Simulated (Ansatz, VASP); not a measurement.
**Rh in VASP and in Ansatz**

INCAR

```
SYSTEM = Rh
  ALGO = Fast
  EDIFF = 1E-7
  ENCUT = 520
  GGA = CA
  ISIF = 2
  ISMEAR = 0
  LASPH = .TRUE.
  LCHARG = .FALSE.
  LREAL = .FALSE.
  LWAVE = .FALSE.
  NBANDS = 14
  NELM = 100
  PREC = Accurate
  SIGMA = 0.15
```

Contents of KPOINTS:

```
k-points
0
G
  22 22 22
  0 0 0
```

File POSCAR:

```
Rh
1.0
    0.0000000000      1.8140010664      2.1169392444
    1.8140010664      0.0000000000      2.1169392444
    1.8140010664      1.8140010664      0.0000000000
Rh
1
Direct
    0.0000000000      0.0000000000      0.0000000000
```

Input for Ansatz:

```yaml
crystal:
  lattice:
    - [0.0, 1.8140010664, 2.1169392444]
    - [1.8140010664, 0.0, 2.1169392444]
    - [1.8140010664, 1.8140010664, 0.0]
  atoms:
    - { symbol: Rh, position: [0.0, 0.0, 0.0] }
basis:
  ecutwfc: 420
kpoints:
  mp_grid: { grid: [22, 22, 22] }
hamiltonian:
  xc: lda
  pseudopotentials: { kind: paw, azcp: { folder: soft_1 } }
scf:
  occupations: { method: gaussian, width: 0.15 }
output:
  forces: true
  stress: true
  eigenvalues: true
```

Alike in both runs: task single point; functional LDA; k mesh 22 × 22 × 22; occupations gaussian, width 0.15 eV; no spin polarisation.

|  | VASP | Ansatz |
| --- | --- | --- |
| version | VASP 6.6.1 | Ansatz 0.2.0 |
| potentials or method | VASP PAW LDA potentials, release 64 (Rh_pv), cutoff 520 eV | scalar-relativistic, plane waves, PAW |
| valence electrons in the cell | 15 | 17 |

|  | VASP | Ansatz | Ansatz less VASP |
| --- | --- | --- | --- |
| gap on the k mesh at the Fermi level (eV) | none | none | - |
| pressure (GPa) | -9.4 | -10.2 | -0.80 |
| traceless stress, the component that is largest in VASP (GPa) | -23.09 | -23.11 | -0.018 |

Ansatz warns that its potentials were made for another functional, while VASP's fit it. LDA's correlation is that of Perdew and Zunger in VASP and of Perdew and Wang (1992) in Ansatz. A gap of «none» marks a metal or a gap that the smearing closes. VASP's potentials hold 15 valence electrons a cell and Ansatz's 17, so a difference there can come from the potentials and not from the codes.
